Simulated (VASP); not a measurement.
# Si (Fd-3m) in VASP: a series of runs

Runs on Si. Level: PBE. Tasks: single point.

Program: VASP 6.6.1. These are calculated values, not measurements. Logs are shortened: lines on timing, memory, paths and dates and some standing lists are left out, and cuts for length are marked.

### 1 The cell of the first run

It takes space group Fd-3m (No. 227, cubic). Conventional cell: a = 5.470 Å, b = 5.470 Å, c = 5.470 Å, α = 90.00°, β = 90.00°, γ = 90.00°. Si (site symmetry -43m) has 4 Si at 2.37 Å within 3.1 Å.

### 2 Single point, PBE

INCAR

```
ALGO     = Normal         # electronic algorithm
EDIFF    = 1E-6           # SCF threshold, eV
ENCUT    = 520            # plane-wave cutoff, eV
GGA      = PE             # functional
ISIF     = 2              # what is computed and relaxed
ISMEAR   = 0              # smearing method
LASPH    = True           # aspherical terms in the spheres
LCHARG   = True           # write CHGCAR
LELF     = True           # ELF
LREAL    = False          # projectors in reciprocal space
LVHAR    = True         
LWAVE    = False          # write WAVECAR
NBANDS   = 11             # bands
NELM     = 60             # most SCF steps
PREC     = Accurate       # precision mode
SIGMA    = 0.05           # smearing width, eV
```

KPOINTS

```
k-points
0
Gamma
  8 8 8
```

POSCAR

```
Si
1.0
    0.0000000000      2.7348812168      2.7348812168
    2.7348812168      0.0000000000      2.7348812168
    2.7348812168      2.7348812168      0.0000000000
Si
2
Direct
    0.5000000000      0.5000000000      0.5000000000
    0.7500000000      0.7500000000      0.7500000000
```

Potentials or basis: VASP PAW PBE potentials, release 64 (Si).

Run with:

```sh
cat potpaw_PBE.64/Si/POTCAR > POTCAR
mpirun -np 1 vasp_std > vasp.out
```

OUTCAR:

```text
EDIFF = 1E-6
   ENCUT = 520
   GGA = PE
   ISIF = 2
   ISMEAR = 0
   LASPH = True
   LREAL = False
   NELM = 60
   PREC = Accurate

 ion  position               nearest neighbor table
   1  0.500  0.500  0.500-   2 2.37   2 2.37   2 2.37   2 2.37
   2  0.750  0.750  0.750-   1 2.37   1 2.37   1 2.37   1 2.37

  LATTYP: Found a face centered cubic cell.
 ALAT       =     5.4697624336

  Lattice vectors:

 A1 = (   0.0000000000,   2.7348812168,   2.7348812168)
 A2 = (   2.7348812168,   0.0000000000,   2.7348812168)
 A3 = (   2.7348812168,   2.7348812168,   0.0000000000)

Analysis of symmetry for initial positions (statically):
=====================================================================
 Subroutine PRICEL returns:
 Original cell was already a primitive cell.

 Routine SETGRP: Setting up the symmetry group for a
 face centered cubic supercell.

 Subroutine GETGRP returns: Found 48 space group operations
 (whereof 24 operations were pure point group operations)
 out of a pool of 48 trial point group operations.

The static configuration has the point symmetry T_d .
 The point group associated with its full space group is O_h .

Analysis of symmetry for dynamics (positions and initial velocities):
=====================================================================
 Subroutine PRICEL returns:
 Original cell was already a primitive cell.

 Routine SETGRP: Setting up the symmetry group for a
 face centered cubic supercell.

 Subroutine GETGRP returns: Found 48 space group operations
 (whereof 24 operations were pure point group operations)
 out of a pool of 48 trial point group operations.

The dynamic configuration has the point symmetry T_d .
 The point group associated with its full space group is O_h .

 Subroutine INISYM returns: Found 48 space group operations
 (whereof 24 operations are pure point group operations),
 and found     1 'primitive' translations

----------------------------------------------------------------------------------------

                                     Primitive cell

  volume of cell :      40.9115

  direct lattice vectors                    reciprocal lattice vectors
     0.000000000  2.734881217  2.734881217    -0.182823297  0.182823297  0.182823297
     2.734881217  0.000000000  2.734881217     0.182823297 -0.182823297  0.182823297
     2.734881217  2.734881217  0.000000000     0.182823297  0.182823297 -0.182823297

  length of vectors
     3.867706108  3.867706108  3.867706108     0.316659239  0.316659239  0.316659239

  position of ions in fractional coordinates (direct lattice)
     0.500000000  0.500000000  0.500000000
     0.750000000  0.750000000  0.750000000

  ion indices of the primitive-cell ions
   primitive index   ion index
                 1           1
                 2           2

----------------------------------------------------------------------------------------

 KPOINTS: k-points

Automatic generation of k-mesh.
 Grid dimensions read from file:
 generate k-points for:    8    8    8

 Generating k-lattice:

  Cartesian coordinates                     Fractional coordinates (reciprocal lattice)
    -0.022852912  0.022852912  0.022852912     0.125000000  0.000000000  0.000000000
     0.022852912 -0.022852912  0.022852912     0.000000000  0.125000000  0.000000000
     0.022852912  0.022852912 -0.022852912     0.000000000  0.000000000  0.125000000

  Length of vectors
     0.039582405  0.039582405  0.039582405

  Shift w.r.t. Gamma in fractional coordinates (k-lattice)
     0.000000000  0.000000000  0.000000000

 Subroutine IBZKPT returns following result:
 ===========================================

 Found     29 irreducible k-points:

 Following reciprocal coordinates:
            Coordinates               Weight
  0.000000  0.000000  0.000000      1.000000
  0.125000  0.000000  0.000000      8.000000
  0.250000  0.000000  0.000000      8.000000
  0.375000  0.000000  0.000000      8.000000
  0.500000  0.000000  0.000000      4.000000
  0.125000  0.125000  0.000000      6.000000
[... 16 lines left out ...]
  0.500000  0.250000  0.125000     48.000000
 -0.375000  0.250000  0.125000     24.000000
 [... further k-points ...]
   k-points           NKPTS =     29   k-points in BZ     NKDIM =     29   number of bands    NBANDS=     11
   number of dos      NEDOS =    301   number of ions     NIONS =      2
   total plane-waves  NPLWV =  27000
   dimension x,y,z NGX =    30 NGY =   30 NGZ =   30
   dimension x,y,z NGXF=    60 NGYF=   60 NGZF=   60
   ions per type =               2
   NGX,Y,Z   is equivalent  to a cutoff of  12.89, 12.89, 12.89 a.u.
   NGXF,Y,Z  is equivalent  to a cutoff of  25.79, 25.79, 25.79 a.u.
 SYSTEM =  unknown system
   PREC   = accura    normal or accurate (medium, high low for compatibility)
   ISTART =      0    job   : 0-new  1-cont  2-samecut
   ICHARG =      2    charge: 1-file 2-atom 10-const
   ISPIN  =      1    spin polarized calculation?
   LNONCOLLINEAR =      F non collinear calculations
   LSORBIT =      F    spin-orbit coupling
   LASPH  =      T    aspherical Exc in radial PAW
   ENCUT  =  520.0 eV  38.22 Ry    6.18 a.u.   7.19  7.19  7.19*2*pi/ulx,y,z
   NELM   =     60;   NELMIN=  2; NELMDL= -5     # of ELM steps
   EDIFF  = 0.1E-05   stopping-criterion for ELM
   LREAL  =      F    real-space projection
   EDIFFG = 0.1E-04   stopping-criterion for IOM
   NSW    =      0    number of steps for IOM
   IBRION =     -1    ionic relax: 0-MD 1-quasi-New 2-CG
   NFREE  =      0    steps in history (QN), initial steepest desc. (CG)
   ISIF   =      2    stress and relaxation
   ISYM   =      2    0-nonsym 1-usesym 2-fastsym
   POTIM  = 0.5000    time-step for ionic-motion
   TEBEG  =    0.0;   TEEND  =   0.0 temperature during run
   PSTRESS=    0.0 pullay stress
   NELECT =       8.0000    total number of electrons
   NUPDOWN=      -1.0000    fix difference up-down
   EMIN   =  10.00;   EMAX   =-10.00  energy-range for DOS
   EFERMI =   0.00;   METHOD = LEGACY
   ISMEAR =     0;   SIGMA  =   0.05  broadening in eV -4-tet -1-fermi 0-gaus
   EFERMI_NEDOS =   21; number of points for ismear=-14 and -15
   IALGO  =     38    algorithm
   IMIX   =      4    mixing-type and parameters
     AMIX     =   0.40;   BMIX     =  1.00
     AMIX_MAG =   1.60;   BMIX_MAG =  1.00
  volume/ion in A,a.u.               =      20.46       138.04
  Fermi-wavevector in a.u.,A,eV,Ry     =   0.950218  1.795651 12.284881  0.902913
  Thomas-Fermi vector in A             =   2.078574
   LORBIT       =      0    0 simple, 1 ext, 2 COOP (PROOUT), +10 PAW based schemes
   GGA     = PE    functional components
   LHFCALC =     F    Hartree Fock is set to
   AEXX    =    0.0000 exact exchange contribution
   IVDW    =     0    specifies the selected vdW correction
   LEPSILON=     F    determine dielectric tensor
   LRPA    =     F    only Hartree local field effects (RPA)
 non-spin polarized calculation
 Gauss-broadening in eV      SIGMA  =   0.05
  energy-cutoff  :      520.00
  volume of cell :       40.91
 maximum number of plane-waves:      1124
 NGX is ok and might be reduce to    30
   NGX = 15   NGY = 15   NGZ = 15

 number of electron       8.0000001 magnetization

 Free energy of the ion-electron system (eV)
  ---------------------------------------------------
  ext. energy  EPLUGINS =         0.00000000
  ---------------------------------------------------
  free energy    TOTEN  =       -10.84608436 eV

  energy without entropy =      -10.84608436  energy(sigma->0) =      -10.84608436

 E-fermi :   5.8959     XC(G=0):  -9.3244

 val. band max:        5.6117077697   @ k =   0.0000   0.0000   0.0000
 cond. band min:       6.2625941099   @ k =   0.3750   0.3750   0.0000
 fundamental gap:      0.6508863402
 Fermi energy:         5.8958985092

 k-point     1 :       0.0000    0.0000    0.0000
  band No.  band energies     occupation
      1      -6.1993      2.00000
      2       5.6117      2.00000
      3       5.6117      2.00000
      4       5.6117      2.00000
      5       8.1679      0.00000
      6       8.1679      0.00000
      7       8.1679      0.00000
      8       8.7392      0.00000
      9      13.3200      0.00000
     10      13.3200      0.00000
     11      13.4866      0.00000

 k-point     2 :       0.1250    0.0000    0.0000
  band No.  band energies     occupation
      1      -5.9990      2.00000
      2       4.0210      2.00000
      3       5.3294      2.00000
      4       5.3294      2.00000
      5       8.0528      0.00000
      6       8.5832      0.00000
      7       8.5832      0.00000
      8      10.1396      0.00000
      9      12.8473      0.00000
     10      12.8473      0.00000
     11      14.2620      0.00000

 k-point     3 :       0.2500    0.0000    0.0000
  band No.  band energies     occupation
      1      -5.4149      2.00000
      2       1.7263      2.00000
      3       4.8670      2.00000
      4       4.8670      2.00000
      5       7.5689      0.00000
      6       9.1010      0.00000
      7       9.1010      0.00000
      8      12.3582      0.00000
      9      12.7982      0.00000
     10      12.7982      0.00000
     11      14.5392      0.00000

 k-point     4 :       0.3750    0.0000    0.0000
  band No.  band energies     occupation
      1      -4.5408      2.00000
      2      -0.2571      2.00000
      3       4.5443      2.00000
      4       4.5443      2.00000
      5       7.2043      0.00000
      6       9.0644      0.00000
      7       9.0644      0.00000
      8      13.4475      0.00000
      9      14.1494      0.00000
     10      14.1494      0.00000
     11      15.1191      0.00000
[... 239 lines left out ...]
 k-point    22 :       0.3750    0.2500    0.1250
  band No.  band energies     occupation
      1      -4.8951      2.00000
      2       1.3440      2.00000
      3       2.9610      2.00000
      4       4.2122      2.00000
      5       8.0545      0.00000
      6       9.4367      0.00000
      7       9.8146      0.00000
      8      11.0510      0.00000
      9      13.3226      0.00000
     10      15.7135      0.00000
     11      16.5731      0.00000

 k-point    23 :       0.5000    0.2500    0.1250
  band No.  band energies     occupation
      1      -4.0261      2.00000
      2      -0.1748      2.00000
      3       2.3571      2.00000
      4       3.7251      2.00000
      5       8.4755      0.00000
      6       9.1407      0.00000
      7      10.5883      0.00000
      8      11.4885      0.00000
      9      14.5403      0.00000
     10      15.2358      0.00000
     11      17.5116      0.00000

 k-point    24 :      -0.3750    0.2500    0.1250
  band No.  band energies     occupation
      1      -3.3924      2.00000
      2      -1.0937      2.00000
      3       2.2257      2.00000
      4       3.5022      2.00000
      5       8.6342      0.00000
      6       8.7581      0.00000
      7      11.4569      0.00000
      8      12.6765      0.00000
      9      12.9166      0.00000
     10      16.1176      0.00000
     11      17.1614      0.00000

 [... further k-points ...]
[... 5 lines left out ...]
  --------------------------------------------------------------------------------------
  -------------------------------------------------------------------------------------
  Total       -0.0122133     -0.0122133     -0.0122133      0.0000000      0.0000000      0.0000000
  in kB       -0.4782963     -0.4782963     -0.4782963      0.0000000      0.0000000      0.0000000
  external PRESSURE =      -0.4782963 kB  Pullay stress =       0.0000000 kB

 VOLUME and BASIS-vectors are now :
 -----------------------------------------------------------------------------
  energy-cutoff  :      520.00
  volume of cell :       40.91
      direct lattice vectors                 reciprocal lattice vectors
     0.000000000  2.734881217  2.734881217    -0.182823297  0.182823297  0.182823297
     2.734881217  0.000000000  2.734881217     0.182823297 -0.182823297  0.182823297
     2.734881217  2.734881217  0.000000000     0.182823297  0.182823297 -0.182823297

 POSITION                                       TOTAL-FORCE (eV/Angst)
 -----------------------------------------------------------------------------------
      2.73488      2.73488      2.73488        -0.000000     -0.000000     -0.000000
      4.10232      4.10232      4.10232         0.000000      0.000000      0.000000
 -----------------------------------------------------------------------------------
    total drift:                                0.000000     -0.000000     -0.000000

  FREE ENERGIE OF THE ION-ELECTRON SYSTEM (eV)
  ---------------------------------------------------
  free  energy   TOTEN  =       -10.8460843571 eV

  energy  without entropy=      -10.8460843571  energy(sigma->0) =      -10.84608436
```

Run time: 12 s. Hardware: 1 thread of Intel Xeon 6975P-C, shared host; peak memory 0.15 GiB.

What came out:

- Free energy: -10.8461 eV
- Pressure: 0.0 GPa
- Band gap on the k mesh: 0.65 eV, indirect (least direct gap 2.56 eV)

A k mesh can miss the band edges. Expect the measured gap to be larger: semilocal functionals such as PBE lack the derivative discontinuity.

### 3 Single point, PBE

INCAR

```
PREC     = Accurate       # precision mode
ENCUT    = 520            # plane-wave cutoff, eV
EDIFF    = 1E-6           # SCF threshold, eV
ISMEAR   = 0              # smearing method
SIGMA    = 0.05           # smearing width, eV
LREAL    = F              # projectors in reciprocal space
LASPH    = T              # aspherical terms in the spheres
NELM     = 80             # most SCF steps
ALGO     = Normal         # electronic algorithm
ISIF     = 2              # what is computed and relaxed
LWAVE    = F              # write WAVECAR
LCHARG   = T              # write CHGCAR
GGA      = PE             # functional
LELF     = T              # ELF
LVHAR    = T            
NBANDS   = 11             # bands
```

KPOINTS

```
regular mesh
0
Gamma
  10 10 10
```

POSCAR is that of step 2.

Potentials or basis: VASP PAW PBE potentials, release 64 (Si).

Run with:

```sh
cat potpaw_PBE.64/Si/POTCAR > POTCAR
mpirun -np 1 vasp_std > vasp.out
```

It took 14 s on 1 thread of Intel Xeon 6975P-C, shared host; peak memory 0.16 GiB.

Results (log left out):

```
Free energy            : -10.8492 eV
Pressure               : -0.1 GPa
Band gap on the k mesh : 0.62 eV, indirect (least direct gap 2.56 eV)
```

Levels at points of the mesh, in eV from the valence-band top:
```
           k point  band 1  band 2  band 3  band 4  band 5  band 6  band 7  band 8  band 9
(0.00, 0.00, 0.00)  -11.81    0.00    0.00    0.00    2.56    2.56    2.56    3.13    7.71
(0.50, 0.00, 0.00)   -9.53   -6.87   -1.18   -1.18    1.46    3.35    3.35    7.70   10.49
(0.50, 0.50, 0.00)   -7.74   -7.74   -2.79   -2.79    0.75    0.75    9.93    9.93   10.91
```

A k mesh can miss the band edges. PBE gaps usually lie below the measured ones, often by a third to a half.

### 4 Single point, PBE

This run uses another cell than the first one, of 20.02 Å³/atom, 0.979 times its volume.

INCAR

```
ALGO = Normal ; EDIFF = 1E-6
ENCUT = 500 ; GGA = PE
GGA_COMPAT = F ; ISIF = 2
ISMEAR = 0 ; LASPH = T
LCHARG = F ; LREAL = F
LWAVE = F ; NBANDS = 11
NELM = 120 ; PREC = Accurate
SIGMA = 0.1
```

KPOINTS

```
k-points
0
Gamma
  6 6 6
```

POSCAR

```
Si
1.0
    0.0000000000      2.7154700000      2.7154700000
    2.7154700000      0.0000000000      2.7154700000
    2.7154700000      2.7154700000      0.0000000000
Si
2
Direct
    0.5000000000      0.5000000000      0.5000000000
    0.7500000000      0.7500000000      0.7500000000
```

Run with:

```sh
cat potpaw_PBE.64/Si/POTCAR > POTCAR
mpirun -np 1 vasp_std > vasp.out
```

It took 10 s on 1 thread of Intel Xeon 8259CL, shared host; peak memory 0.14 GiB.

The run converged. Its results:

* Free energy: -10.8210 eV
* Pressure: 2.0 GPa
* Band gap on the k mesh: 0.71 eV, indirect (least direct gap 2.56 eV)

Levels at points of the mesh, in eV from the valence-band top:
| k point | band 1 | band 2 | band 3 | band 4 | band 5 | band 6 | band 7 | band 8 |
| --- | --- | --- | --- | --- | --- | --- | --- | --- |
| (0.00, 0.00, 0.00) | -11.96 | 0.00 | 0.00 | 0.00 | 2.56 | 2.56 | 2.56 | 3.37 |
| (0.50, 0.00, 0.00) | -9.63 | -6.97 | -1.20 | -1.20 | 1.54 | 3.34 | 3.34 | 7.73 |
| (0.50, 0.50, 0.00) | -7.81 | -7.81 | -2.85 | -2.85 | 0.71 | 0.71 | 10.11 | 10.11 |

A k mesh can miss the band edges. A hybrid or GW would open this gap; PBE tends to underestimate it.

### 5 Overview

```csv
cell,k mesh,cutoff (eV),smearing,gap on the mesh (eV),pressure (GPa)
"a = 3.868 Å, angles 60.0°, 2 atoms",8 × 8 × 8,520,gaussian 0.05 eV,0.65,0.0
"a = 3.868 Å, angles 60.0°, 2 atoms",10 × 10 × 10,520,gaussian 0.05 eV,0.62,-0.1
"a = 3.840 Å, angles 60.0°, 2 atoms",6 × 6 × 6,500,gaussian 0.1 eV,0.71,2.0
```

Alike in all rows: task single point; level PBE; potentials or basis VASP PAW PBE potentials, release 64 (Si); no spin polarisation.

Total energies depend on the potentials used, so only differences within one code and one set of settings carry meaning.
